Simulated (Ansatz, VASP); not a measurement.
# One calculation of TiO2, two programs

```
Ti O
1.0
    -1.88489    1.88489    4.77587
     1.88489   -1.88489    4.77587
     1.88489    1.88489   -4.77587
Ti O
2 4
Direct
  0.00000 0.00000 0.00000
  0.75000 0.25000 0.50000
  0.20753 0.20753 0.00000
  0.95753 0.45753 0.50000
  0.54247 0.04247 0.50000
  0.79247 0.79247 0.00000
```

Alike in both runs: functional PBEsol; k mesh 10 × 10 × 10; no spin polarisation.

Ansatz relaxed the structure, and its values are those at the end. VASP's run is a single point on that final structure, the one shown.

```csv
,VASP,Ansatz
version,VASP 6.6.1,Ansatz 0.2.0
potentials or method,"VASP PAW PBE potentials, release 64 (Ti_sv, O), cutoff 520 eV","scalar-relativistic, plane waves, PAW"
occupations,"gaussian, width 0.01 eV",fixed
valence electrons in the cell,48,48
```

|  | VASP | Ansatz | Ansatz less VASP |
| --- | --- | --- | --- |
| gap on the k mesh at the Fermi level (eV) | 2.10 | 2.12 | +0.025 |
| least direct gap on the mesh (eV) | 2.42 | 2.44 | +0.021 |
| pressure (GPa) | 0.7 | 0.0 | -0.70 |
| rms of the force components (eV/Å) | 0.009 | 0.000 | -0.0093 |

VASP's potentials were made for PBE, not for PBEsol.
